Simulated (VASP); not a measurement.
**BP: vibrations by perturbation theory with PBEsol**

Crystal: BP.

```
CELL_PARAMETERS angstrom
0.00000 2.27131 2.27131
2.27131 0.00000 2.27131
2.27131 2.27131 0.00000
ATOMIC_POSITIONS crystal
B 0.00000 0.00000 0.00000
P 0.75000 0.75000 0.75000
```

| Item | Value |
| --- | --- |
| Program | VASP 6.6.1 |
| Task | vibrations by perturbation theory |
| Functional | PBEsol |
| Potentials or basis | VASP PAW PBE potentials, release 64 (B, P) |
| Cutoff | 520 eV |
| k mesh | 8 × 8 × 8 |
| Occupations | gaussian, width 0.01 eV |
| Spin | no spin polarisation |
| Dipole correction | no |
| Further INCAR settings | ALGO = Normal; EDIFF = 1e-08; NBANDS = 11; IBRION = 8; NSW = 1 |

```
Highest phonon frequency at Γ, LO-TO splitting left out : 799 cm⁻¹
```

Phonon frequencies in cm⁻¹ (negative: imaginary):
| q point | frequencies |
| --- | --- |
| (0.000, 0.000, 0.000) | 0 0 0 799 799 799 |

Wall time 57 s on 1 thread of Intel Xeon 8259CL, on a shared host, peak memory 0.18 GiB.

Caveat: the cell stands under pressure or tension, which shifts response properties.
